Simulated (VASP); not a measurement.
Pt: single point with PBE

Pt:

```
Pt
1.0
     2.80680    0.00000    0.00000
    -1.40340    2.43076    0.00000
     0.00000    0.00000    5.02050
Pt
2
Direct
  0.66667 0.33333 0.75000
  0.33333 0.66667 0.25000
```

```yaml
Program: VASP 6.6.1
Task: single point
Functional: PBE
Potentials_or_basis: VASP PAW PBE potentials, release 64 (Pt)
Cutoff: 520 eV
k_mesh: 18 × 18 × 10
Occupations: gaussian, width 0.15 eV
Spin: no spin polarisation
```

```yaml
Pressure: -15.7 GPa
Band_gap_on_the_k_mesh: zero (band 10 reaches 9.45 eV, above the bottom of band 11 at 8.30 eV)
```

Stress tensor (GPa, compression positive):
```
-15.01   0.00   0.00
  0.00 -15.01   0.00
  0.00   0.00 -17.07
```

Levels at points of the mesh, in eV from the Fermi level:
| k point | band 6 | band 7 | band 8 | band 9 | band 10 | band 11 | band 12 | band 13 | band 14 | band 15 |
| --- | --- | --- | --- | --- | --- | --- | --- | --- | --- | --- |
| (0.00, 0.00, 0.00) | -2.73 | -2.73 | -1.38 | -1.38 | -0.51 | -0.17 | -0.17 | 3.85 | 15.14 | 15.39 |
| (0.50, 0.00, 0.00) | -2.52 | -2.08 | -0.08 | 0.37 | 0.51 | 2.20 | 3.59 | 6.83 | 8.32 | 8.74 |
| (0.00, 0.00, 0.50) | -2.98 | -2.98 | -2.98 | -0.64 | -0.64 | -0.64 | -0.64 | 10.72 | 10.72 | 15.73 |
| (0.50, 0.00, 0.50) | -1.46 | -0.67 | -0.67 | 0.45 | 0.45 | 1.78 | 1.78 | 6.02 | 6.02 | 13.39 |

Wall time 56 s on 1 thread of Intel(R) Xeon(R) Platinum 8375C CPU @ 2.90GHz (Ice Lake) (shared host), peak memory 0.24 GiB.

Caveat: spin-orbit coupling is left out, which moves the levels of the heavy elements.
